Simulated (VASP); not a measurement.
Runs of VASP 6.6.1 on HfO2. The structure is that of space group P4_2/mnm (No. 136), or close to it. The cells are those of the table. 

```tsv
cell	gap on the mesh (eV)	pressure (GPa)	largest force (eV/Å)
a = 4.773, b = 4.773, c = 3.178 Å, 6 atoms	3.97	5.3	0.05
a = 4.814, b = 4.814, c = 3.205 Å, 6 atoms	3.87	-0.9	0.03
a = 4.853, b = 4.853, c = 3.232 Å, 6 atoms	3.78	-6.3	(a)
a = 4.969, b = 4.969, c = 3.309 Å, 6 atoms	3.52	-19.0	(b)
a = 4.892, b = 4.892, c = 3.258 Å, 6 atoms	3.69	-11.1	0.18
```

Alike in all rows: task single point; level PBEsol; potentials or basis VASP PAW PBE potentials, release 64 (Hf_pv, O); no spin polarisation; k mesh 4 × 4 × 6; cutoff (eV) 520; smearing gaussian 0.01 eV.

Problem. Fill in the values left out.

Solution. (a) 0.11; (b) 0.30.

Caveats: the PAW data sets were made with another functional, which shifts forces and pressure a little; spin-orbit coupling is left out, which moves the levels of the heavy elements.

A k mesh can miss the band edges, and the runs leave out spin-orbit coupling on Hf.
